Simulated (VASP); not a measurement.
A run of VASP 6.6.1:

File INCAR:

```
SYSTEM = TiC
PREC = Accurate
ENCUT = 520
EDIFF = 1E-6
ISMEAR = 0
SIGMA = 0.15
LREAL = .False.
LASPH = .True.
NELM = 80
ALGO = Normal
ISIF = 2
LWAVE = .False.
LCHARG = .True.
GGA = PE
LELF = .True.
LVHAR = .True.
NBANDS = 15
```

KPOINTS

```
regular mesh
0
Gamma
  18 18 18
  0 0 0
```

File POSCAR:

```
TiC
1.0
    0.0000000000      2.1964600000      2.0990800000
    2.1964600000      0.0000000000      2.0990800000
    2.1964600000      2.1964600000      0.0000000000
Ti C
1 1
Direct
    0.0000000000      0.0000000000      0.0000000000
    0.5000000000      0.5000000000      0.5000000000
```

Potentials or basis: VASP PAW PBE potentials, release 64 (Ti_sv, C).

Command:

```sh
$ cat potpaw_PBE.64/Ti_sv/POTCAR potpaw_PBE.64/C/POTCAR > POTCAR
$ mpirun -np 1 vasp_std > vasp.out
```

Hardware: 1 thread of Intel Xeon 6975P-C, with other jobs on the host.

Q: Estimate the wall time of this run.

A: Run time: 76 s on 1 thread of Intel Xeon 6975P-C, with other jobs on the host, peak memory 0.26 GiB. Counts: scf iterations 14, k points 480.
